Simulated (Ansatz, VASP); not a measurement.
**Mg: VASP beside Ansatz**

```
Mg
1.0
     3.20847    0.00000    0.00000
    -1.60423    2.77861    0.00000
     0.00000    0.00000    5.14422
Mg
2
Direct
  0.33333 0.66667 0.25000
  0.66667 0.33333 0.75000
```

Alike in both runs: task single point; functional r2SCAN; k mesh 18 × 18 × 8; occupations gaussian, width 0.1 eV; no spin polarisation.

|  | VASP | Ansatz |
| --- | --- | --- |
| version | VASP 6.6.1 | Ansatz 0.2.0 |
| potentials or method | VASP PAW PBE potentials, release 64 (Mg), cutoff 520 eV | scalar-relativistic, plane waves, PAW |
| valence electrons in the cell | 4 | 20 |

```csv
,VASP,Ansatz,Ansatz less VASP
gap on the k mesh at the Fermi level (eV),none,none,-
pressure (GPa),-0.9,-0.6,+0.27
```

VASP's potentials were made for PBE, not for r2SCAN. A gap of «none» marks a metal or a gap that the smearing closes. The functional is the same, so the differences come from potentials, cutoffs and numerics. VASP's potentials hold 4 valence electrons a cell and Ansatz's 20, so a difference there can come from the potentials and not from the codes.
